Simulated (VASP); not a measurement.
# TiIN: single point with PBE

TiIN:

```
N Ti I
1.0
     6.08483   -0.34337   -0.58504
    -0.29939    4.78324    0.08010
    -1.45826    0.53992    4.62065
N Ti I
2 2 2
Direct
  0.53380 0.49805 0.10713
  0.72547 0.71950 0.47833
  0.67293 0.18701 0.66383
  0.95440 0.66211 0.06488
  0.40993 0.98106 0.06966
  0.08166 0.12117 0.47128
```

* Program: VASP 6.6.1
* Task: single point
* Functional: PBE
* Potentials or basis: VASP PAW PBE potentials, release 64 (N, Ti_sv, I)
* Cutoff: 520 eV
* k mesh: 3 × 4 × 4
* Occupations: tetrahedron
* Spin: collinear spin
* Starting moments: [0.0, 0.0, 1.1, 1.3, 0.0, 0.0] μB
* Dipole correction: no
* Further INCAR settings: ALGO = Normal; EDIFF = 1e-06; NBANDS = 37

```yaml
Pressure: -8.0 GPa
Largest_force: 3.120 eV/Å
Net_moment: -0.98 μB per cell
Site_moments: N +0.05, +0.03; Ti -0.94, +0.10; I +0.02, +0.01 μB
Valence_electrons_inside_the_program's_atomic_spheres: N 3.39, 3.42; Ti 10.00, 9.99; I 4.21, 4.28
```

Forces on the atoms (eV/Å):
```
N    1.356 -0.139  0.992
N    0.558 -1.367  1.881
Ti   0.166  0.831 -1.202
Ti  -2.450 -0.173 -0.502
I    1.151 -0.417  1.573
I   -0.781  1.265 -2.743
```

Stress tensor (GPa, compression positive):
```
 -6.64  -0.77   6.00
 -0.77 -10.67  -1.95
  6.00  -1.95  -6.70
```

Levels at points of the mesh, in eV from the Fermi level:
Spin up:
```csv
k point,band 20,band 21,band 22,band 23,band 24,band 25,band 26,band 27
"(0.00, 0.00, 0.00)",-1.95,-1.53,-0.97,-0.26,0.02,0.21,0.70,0.75
"(0.00, 0.50, 0.00)",-1.86,-1.49,-1.09,-0.66,0.07,0.25,0.33,0.41
"(0.00, 0.00, 0.50)",-2.19,-1.21,-0.52,-0.11,0.10,0.40,0.52,0.89
"(0.00, 0.50, 0.50)",-2.44,-1.45,-0.62,-0.37,-0.01,0.11,0.24,0.46
```
Spin down:
| k point | band 22 | band 23 | band 24 | band 25 | band 26 | band 27 | band 28 | band 29 |
| --- | --- | --- | --- | --- | --- | --- | --- | --- |
| (0.00, 0.00, 0.00) | -1.14 | -0.60 | -0.44 | 0.21 | 0.36 | 0.53 | 0.63 | 0.87 |
| (0.00, 0.50, 0.00) | -1.16 | -0.88 | -0.44 | -0.05 | 0.11 | 0.18 | 0.56 | 0.65 |
| (0.00, 0.00, 0.50) | -0.82 | -0.26 | -0.18 | 0.09 | 0.29 | 0.54 | 0.69 | 0.87 |
| (0.00, 0.50, 0.50) | -0.87 | -0.50 | -0.40 | -0.01 | 0.09 | 0.40 | 0.42 | 0.56 |

Run time: 13 min on 1 thread of Intel Xeon 8259CL, with other jobs on the host, peak memory 0.42 GiB.

Caveat: the k points lie up to 0.37 Å⁻¹ apart; spin-orbit coupling is left out, which moves the levels of the heavy elements; tetrahedron occupations give inexact forces and stress in metals.
